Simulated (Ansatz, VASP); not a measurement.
**Two plane-wave programs on C**

```xyz
1
Lattice="1.8032 0.0000 0.0000 0.0000 1.8032 0.0000 0.0000 0.0000 1.8032" Properties=species:S:1:pos:R:3 pbc="T T T"
C     0.0000    0.0000    0.0000
```

Alike in both runs: functional BLYP; k mesh 16 × 16 × 16; occupations fermi-dirac, width 0.1 eV; no spin polarisation.

Ansatz relaxed the structure, and its values are those at the end. VASP's run is a single point on that final structure, the one shown.

```csv
,VASP,Ansatz
version,VASP 6.6.1,Ansatz 0.2.0
potentials or method,"VASP PAW PBE potentials, release 64 (C), cutoff 520 eV","plane waves (420 eV) with PAW, scalar-relativistic"
valence electrons in the cell,4,4
```

VASP gave:

* pressure (GPa): 0.3

What did Ansatz give for the same quantities?

Pressure (GPa): 0.0.

VASP's potentials were made for PBE, not for BLYP. With one functional, cell and mesh, what is left measures potentials, basis and numerics.
